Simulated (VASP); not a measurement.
NbCd3: single point with PBE

The system is NbCd3.

```
Nb Cd
1.0
     4.21500    0.00000    0.00000
     0.00000    4.21500    0.00000
     0.00000    0.00000    4.28525
Nb Cd
1 3
Direct
  0.00000 0.00000 0.00000
  0.00000 0.50000 0.50000
  0.50000 0.00000 0.50000
  0.50000 0.50000 0.00000
```

```yaml
Program: VASP 6.6.1
Task: single point
Functional: PBE
Potentials_or_basis: VASP PAW PBE potentials, release 64 (Nb_sv, Cd)
Cutoff: 520 eV
k_mesh: 8 × 8 × 8
Occupations: fermi-dirac, width 0.1 eV
Spin: no spin polarisation
```

- Pressure: 5.7 GPa
- Band gap on the k mesh: zero (an odd number of electrons rules out a gap without spin polarisation)

Stress tensor (GPa, compression positive):
```
6.15 0.00 0.00
0.00 6.15 0.00
0.00 0.00 4.87
```

Levels at points of the mesh, in eV from the Fermi level:
| k point | band 22 | band 23 | band 24 | band 25 | band 26 | band 27 | band 28 | band 29 |
| --- | --- | --- | --- | --- | --- | --- | --- | --- |
| (0.00, 0.00, 0.00) | -0.88 | 0.06 | 0.30 | 0.30 | 1.21 | 1.21 | 1.27 | 5.38 |
| (0.50, 0.00, 0.00) | -0.96 | -0.87 | -0.82 | 1.09 | 1.13 | 3.16 | 4.07 | 4.30 |
| (0.50, 0.50, 0.00) | -3.12 | -3.12 | -0.36 | -0.36 | 1.19 | 1.88 | 2.11 | 5.46 |
| (0.00, 0.00, 0.50) | -0.85 | -0.85 | -0.77 | 0.93 | 1.20 | 3.30 | 4.24 | 4.24 |
| (0.50, 0.00, 0.50) | -3.20 | -3.14 | -0.34 | -0.28 | 1.10 | 1.76 | 2.16 | 5.63 |
| (0.50, 0.50, 0.50) | -2.39 | -2.32 | -1.23 | -1.17 | -1.17 | 1.48 | 1.53 | 3.66 |

It took 2.8 min on 1 thread of Oxide Virtual Turin-like Processor (shared host), peak memory 0.25 GiB.

Caveat: the cell stands under pressure.
